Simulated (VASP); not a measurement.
# Ti (Im-3m) in VASP: notebook, part 2 of 3

VASP 6.6.1. Earlier steps stand in the parts before.

**5. Relaxation of cell and atoms, PBEsol, target pressure 6 GPa, at which the enthalpy is minimised**

The input, INCAR:

```
PREC     = Accurate       # precision mode
ENCUT    = 600            # plane-wave cutoff, eV
EDIFF    = 1E-6           # SCF threshold, eV
ISMEAR   = -1             # smearing method
SIGMA    = 0.15           # smearing width, eV
LREAL    = F              # projectors in reciprocal space
LASPH    = T              # aspherical terms in the spheres
NELM     = 60             # most SCF steps
ALGO     = Normal         # electronic algorithm
ISIF     = 3              # what is computed and relaxed
LWAVE    = F              # write WAVECAR
LCHARG   = F              # write CHGCAR
GGA      = PS             # functional
IBRION   = 2              # ionic algorithm
NSW      = 80             # ionic steps
EDIFFG   = -0.01          # ionic threshold
PSTRESS  = 60.0
```

The input, KPOINTS:

```
regular mesh
0
Gamma
  14 14 14
```

The input, POSCAR:

```
Ti
1.0
   -1.6410000000      1.6410000000      1.6410000000
    1.6410000000     -1.6410000000      1.6410000000
    1.6410000000      1.6410000000     -1.6410000000
Ti
1
Direct
    0.0000000000      0.0000000000      0.0000000000
```

Potentials or basis: VASP PAW PBE potentials, release 64 (Ti_sv).

The run is started by

```sh
$ cat potpaw_PBE.64/Ti_sv/POTCAR > POTCAR
$ mpirun -np 1 vasp_std > vasp.out
```

OUTCAR:

```text
PREC = Accurate
   ENCUT = 600
   EDIFF = 1E-6
   ISMEAR = -1
   LREAL = F
   LASPH = T
   NELM = 60
   ISIF = 3
   GGA = PS
   IBRION = 2
   NSW = 80
   EDIFFG = -0.01
   PSTRESS = 60.0

 ion  position               nearest neighbor table
   1  0.000  0.000  0.000-

  LATTYP: Found a body centered cubic cell.
 ALAT       =     3.2820000000

  Lattice vectors:

 A1 = (  -1.6410000000,   1.6410000000,   1.6410000000)
 A2 = (   1.6410000000,  -1.6410000000,   1.6410000000)
 A3 = (   1.6410000000,   1.6410000000,  -1.6410000000)

Analysis of symmetry for initial positions (statically):
=====================================================================
 Subroutine PRICEL returns:
 Original cell was already a primitive cell.

 Routine SETGRP: Setting up the symmetry group for a
 body centered cubic supercell.

 Subroutine GETGRP returns: Found 48 space group operations
 (whereof 48 operations were pure point group operations)
 out of a pool of 48 trial point group operations.

The static configuration has the point symmetry O_h .

Analysis of symmetry for dynamics (positions and initial velocities):
=====================================================================
 Subroutine PRICEL returns:
 Original cell was already a primitive cell.

 Routine SETGRP: Setting up the symmetry group for a
 body centered cubic supercell.

 Subroutine GETGRP returns: Found 48 space group operations
 (whereof 48 operations were pure point group operations)
 out of a pool of 48 trial point group operations.

The dynamic configuration has the point symmetry O_h .

 Subroutine INISYM returns: Found 48 space group operations
 (whereof 48 operations are pure point group operations),
 and found     1 'primitive' translations

----------------------------------------------------------------------------------------

                                     Primitive cell

  volume of cell :      17.6761

  direct lattice vectors                    reciprocal lattice vectors
    -1.641000000  1.641000000  1.641000000     0.000000000  0.304692261  0.304692261
     1.641000000 -1.641000000  1.641000000     0.304692261  0.000000000  0.304692261
     1.641000000  1.641000000 -1.641000000     0.304692261  0.304692261  0.000000000

  length of vectors
     2.842295375  2.842295375  2.842295375     0.430899928  0.430899928  0.430899928

  position of ions in fractional coordinates (direct lattice)
     0.000000000  0.000000000  0.000000000

  ion indices of the primitive-cell ions
   primitive index   ion index
                 1           1

----------------------------------------------------------------------------------------

 KPOINTS: regular mesh

Automatic generation of k-mesh.
 Grid dimensions read from file:
 generate k-points for:   14   14   14

 Generating k-lattice:

  Cartesian coordinates                     Fractional coordinates (reciprocal lattice)
     0.000000000  0.021763733  0.021763733     0.071428571  0.000000000  0.000000000
     0.021763733  0.000000000  0.021763733     0.000000000  0.071428571  0.000000000
     0.021763733  0.021763733  0.000000000     0.000000000  0.000000000  0.071428571

  Length of vectors
     0.030778566  0.030778566  0.030778566

  Shift w.r.t. Gamma in fractional coordinates (k-lattice)
     0.000000000  0.000000000  0.000000000

 Subroutine IBZKPT returns following result:
 ===========================================

 Found    104 irreducible k-points:

 Following reciprocal coordinates:
            Coordinates               Weight
  0.000000  0.000000  0.000000      1.000000
  0.071429  0.000000  0.000000     12.000000
  0.142857  0.000000  0.000000     12.000000
  0.214286  0.000000  0.000000     12.000000
  0.285714  0.000000  0.000000     12.000000
  0.357143  0.000000  0.000000     12.000000
[... 16 lines left out ...]
  0.285714  0.285714  0.000000     24.000000
  0.357143  0.285714  0.000000     24.000000
 [... further k-points ...]
   k-points           NKPTS =    104   k-points in BZ     NKDIM =    104   number of bands    NBANDS=     10
   number of dos      NEDOS =    301   number of ions     NIONS =      1
   total plane-waves  NPLWV =  13824
   dimension x,y,z NGX =    24 NGY =   24 NGZ =   24
   dimension x,y,z NGXF=    48 NGYF=   48 NGZF=   48
   ions per type =               1
   NGX,Y,Z   is equivalent  to a cutoff of  14.04, 14.04, 14.04 a.u.
   NGXF,Y,Z  is equivalent  to a cutoff of  28.08, 28.08, 28.08 a.u.
 SYSTEM =  unknown system
   PREC   = accura    normal or accurate (medium, high low for compatibility)
   ISTART =      0    job   : 0-new  1-cont  2-samecut
   ICHARG =      2    charge: 1-file 2-atom 10-const
   ISPIN  =      1    spin polarized calculation?
   LNONCOLLINEAR =      F non collinear calculations
   LSORBIT =      F    spin-orbit coupling
   LASPH  =      T    aspherical Exc in radial PAW
   ENCUT  =  600.0 eV  44.10 Ry    6.64 a.u.   5.68  5.68  5.68*2*pi/ulx,y,z
   NELM   =     60;   NELMIN=  2; NELMDL= -5     # of ELM steps
   EDIFF  = 0.1E-05   stopping-criterion for ELM
   LREAL  =      F    real-space projection
   EDIFFG = -.1E-01   stopping-criterion for IOM
   NSW    =     80    number of steps for IOM
   IBRION =      2    ionic relax: 0-MD 1-quasi-New 2-CG
   NFREE  =      1    steps in history (QN), initial steepest desc. (CG)
   ISIF   =      3    stress and relaxation
   ISYM   =      2    0-nonsym 1-usesym 2-fastsym
   POTIM  = 0.5000    time-step for ionic-motion
   TEBEG  =    0.0;   TEEND  =   0.0 temperature during run
   PSTRESS=   60.0 pullay stress
   NELECT =      12.0000    total number of electrons
   NUPDOWN=      -1.0000    fix difference up-down
   EMIN   =  10.00;   EMAX   =-10.00  energy-range for DOS
   EFERMI =   0.00;   METHOD = LEGACY
   ISMEAR =    -1;   SIGMA  =   0.15  broadening in eV -4-tet -1-fermi 0-gaus
   EFERMI_NEDOS =   21; number of points for ismear=-14 and -15
   IALGO  =     38    algorithm
   IMIX   =      4    mixing-type and parameters
     AMIX     =   0.40;   BMIX     =  1.00
     AMIX_MAG =   1.60;   BMIX_MAG =  1.00
  volume/ion in A,a.u.               =      17.68       119.28
  Fermi-wavevector in a.u.,A,eV,Ry     =   1.438821  2.718977 28.166848  2.070205
  Thomas-Fermi vector in A             =   2.557745
   LORBIT       =      0    0 simple, 1 ext, 2 COOP (PROOUT), +10 PAW based schemes
   GGA     = PS    functional components
   LHFCALC =     F    Hartree Fock is set to
   AEXX    =    0.0000 exact exchange contribution
   IVDW    =     0    specifies the selected vdW correction
   LEPSILON=     F    determine dielectric tensor
   LRPA    =     F    only Hartree local field effects (RPA)
 conjugate gradient relaxation of ions
 non-spin polarized calculation
  energy-cutoff  :      600.00
  volume of cell :       17.68
 maximum number of plane-waves:       603
   NGX = 11   NGY = 11   NGZ = 11

--------------------------------------- Ionic step        1  -------------------------------------------

 number of electron      12.0000001 magnetization

 Free energy of the ion-electron system (eV)
  ---------------------------------------------------
  ext. energy  EPLUGINS =         0.00000000
  ---------------------------------------------------
  free energy    TOTEN  =        -8.29637728 eV

  energy without entropy =       -8.12513703  energy(sigma->0) =       -8.21075716

------------------------ aborting loop because EDIFF is reached ----------------------------------------

  FORCE on cell =-STRESS in cart. coord.  units (eV):
  Direction    XX          YY          ZZ          XY          YZ          ZX
  --------------------------------------------------------------------------------------
  -------------------------------------------------------------------------------------
  Total       -0.6524759     -0.6524759     -0.6524759      0.0000000     -0.0000000      0.0000000
  in kB      -59.1410930    -59.1410930    -59.1410930      0.0000000     -0.0000000      0.0000000
  external PRESSURE =    -119.1410930 kB  Pullay stress =      60.0000000 kB
[... 61 lines left out ...]
--------------------------------------- Ionic step        3  -------------------------------------------

 number of electron      12.0000003 magnetization

 Free energy of the ion-electron system (eV)
  ---------------------------------------------------
  ext. energy  EPLUGINS =         0.00000000
  ---------------------------------------------------
  free energy    TOTEN  =        -8.30227913 eV

  energy without entropy =       -8.15175343  energy(sigma->0) =       -8.22701628

 E-fermi :   8.9449     XC(G=0): -12.0786

 val. band max:        8.9448119182   @ k =   0.2857   0.1429   0.0714
 cond. band min:       8.9579161214   @ k =   0.2857   0.2143   0.0000
 fundamental gap:      0.0131042032
 Fermi energy:         8.9448691858

 k-point     1 :       0.0000    0.0000    0.0000
  band No.  band energies     occupation
      1     -47.1725      2.00000
      2     -22.9966      2.00000
      3     -22.9966      2.00000
      4     -22.9966      2.00000
      5       2.8073      2.00000
      6      10.0113      0.00163
      7      10.0113      0.00163
      8      10.0113      0.00163
      9      11.9961      0.00000
     10      11.9961      0.00000
[... 287 lines left out ...]
 k-point    24 :       0.3571    0.2857    0.0000
  band No.  band energies     occupation
      1     -46.9554      2.00000
      2     -23.6927      2.00000
      3     -23.5500      2.00000
      4     -23.1075      2.00000
      5       7.7193      1.99943
      6       8.3506      1.96265
      7       8.6200      1.79426
      8      12.1306      0.00000
      9      12.4022      0.00000
     10      16.9042      0.00000

 [... further k-points ...]
[... 5 lines left out ...]
  --------------------------------------------------------------------------------------
  -------------------------------------------------------------------------------------
  Total        0.5851926      0.5851926      0.5851926      0.0000000     -0.0000000      0.0000000
  in kB       59.2006945     59.2006945     59.2006945      0.0000000     -0.0000000      0.0000000
  external PRESSURE =      -0.7993055 kB  Pullay stress =      60.0000000 kB
[... 20 lines left out ...]
  energy  without entropy=       -8.1517534323  energy(sigma->0) =       -8.22701628

  enthalpy is  TOTEN    =        -7.7091854288 eV   P V=        0.5930937010

 reached required accuracy - stopping structural energy minimisation
```

Run time: 19 s. Hardware: 1 thread of Intel Xeon 6975P-C (Granite Rapids), shared host; peak memory 0.16 GiB.

Results:

```
Free energy                                                : -8.3023 eV
Relaxed volume                                             : 15.84 Å³/atom
Relaxed cell                                               : a = 2.740 Å, b = 2.740 Å, c = 2.740 Å, α = 109.47°, β = 109.47°, γ = 109.47°
Space group after relaxing (to 0.1 Å)                      : Im-3m (No. 229)
Energy change on relaxing (the run minimises the enthalpy) : -5.9 meV/atom
Ionic steps                                                : 3
Pressure after relaxing                                    : 5.9 GPa
Band gap on the k mesh                                     : zero (bands 6 and 7 overlap by 1.80 eV)
```

Step by step:
```
step  energy change (eV)  largest force (eV/Å)  pressure (GPa)  volume (Å³)
   1              0.0000                0.0000           -5.91        17.68
   2              0.0915                0.0000           18.54        14.52
   3             -0.0059                0.0000            5.92        15.84
```

Final structure:
```cif
data_structure
_symmetry_space_group_name_H-M 'P 1'
_symmetry_Int_Tables_number 1
_cell_length_a 2.7401
_cell_length_b 2.7401
_cell_length_c 2.7401
_cell_angle_alpha 109.471
_cell_angle_beta 109.471
_cell_angle_gamma 109.471
_cell_volume 15.84
loop_
_atom_site_label
_atom_site_type_symbol
_atom_site_fract_x
_atom_site_fract_y
_atom_site_fract_z
_atom_site_occupancy
Ti1 Ti 0.00000 0.00000 0.00000 1
```

Caveat: the cell is relaxed towards a set pressure, so the run minimises the enthalpy, not the energy; the PAW data sets were made with another functional, which shifts forces and pressure a little.

(Continued in part 3 of 3.)

The gap in the log of VASP goes by the Fermi energy; the results here count the filled bands.